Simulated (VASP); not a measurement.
WCl4F2: single point with PBE

Crystal: WCl4F2.

```
CELL_PARAMETERS angstrom
3.70979 3.70979 -4.12009
-3.70979 3.70979 4.12009
3.70979 -3.70979 4.12009
ATOMIC_POSITIONS crystal
W 0.00000 0.00000 0.00000
Cl 0.00000 0.78095 0.21905
Cl 0.56190 0.78095 0.78095
Cl 0.43810 0.21905 0.21905
Cl 0.00000 0.21905 0.78095
F 0.00000 0.77340 0.77340
F 0.00000 0.22660 0.22660
```

- Program: VASP 6.6.1
- Task: single point
- Functional: PBE
- Potentials or basis: VASP PAW PBE potentials, release 64 (W_sv, Cl, F)
- Cutoff: 520 eV
- k mesh: 4 × 4 × 4
- Occupations: gaussian, width 0.1 eV
- Spin: no spin polarisation
- Dipole correction: no
- Further INCAR settings: ALGO = Normal; EDIFF = 1e-07; NBANDS = 37

```yaml
Pressure: 0.2 GPa
Largest_force: 0.372 eV/Å
Band_gap_on_the_k_mesh: 1.70 eV (least direct gap 1.74 eV)
```

Forces in eV/Å, atoms in the order of the input:
```
W    0.000  0.000  0.000
Cl  -0.003  0.003  0.000
Cl   0.003  0.003  0.000
Cl  -0.003 -0.003  0.000
Cl   0.003 -0.003  0.000
F    0.000  0.000 -0.372
F    0.000  0.000  0.372
```

Stress tensor (GPa, compression positive):
```
-0.09  0.00  0.00
 0.00 -0.09  0.00
 0.00  0.00  0.92
```

Levels at points of the mesh, in eV from the valence-band top:
| k point | band 24 | band 25 | band 26 | band 27 | band 28 | band 29 | band 30 | band 31 | band 32 | band 33 |
| --- | --- | --- | --- | --- | --- | --- | --- | --- | --- | --- |
| (0.00, 0.00, 0.00) | -0.99 | -0.64 | -0.64 | -0.54 | 0.00 | 1.76 | 2.28 | 2.28 | 5.55 | 6.48 |
| (0.50, 0.00, 0.00) | -0.94 | -0.85 | -0.85 | -0.69 | -0.29 | 2.03 | 2.28 | 2.57 | 4.95 | 6.64 |
| (0.00, 0.50, 0.00) | -0.91 | -0.90 | -0.79 | -0.60 | -0.15 | 1.87 | 2.39 | 2.42 | 5.33 | 6.52 |
| (0.50, 0.50, 0.50) | -0.84 | -0.84 | -0.61 | -0.61 | -0.04 | 1.70 | 2.57 | 2.57 | 5.51 | 5.82 |

Wall time 5 min on 1 thread of Intel Xeon 8259CL, with other jobs on the host, peak memory 0.37 GiB.

Caveat: spin-orbit coupling is left out, which moves the levels of the heavy elements; this functional lacks dispersion, which binds layers or chains, so the pressure and a relaxed spacing across them are unreliable. A k mesh can miss the band edges.
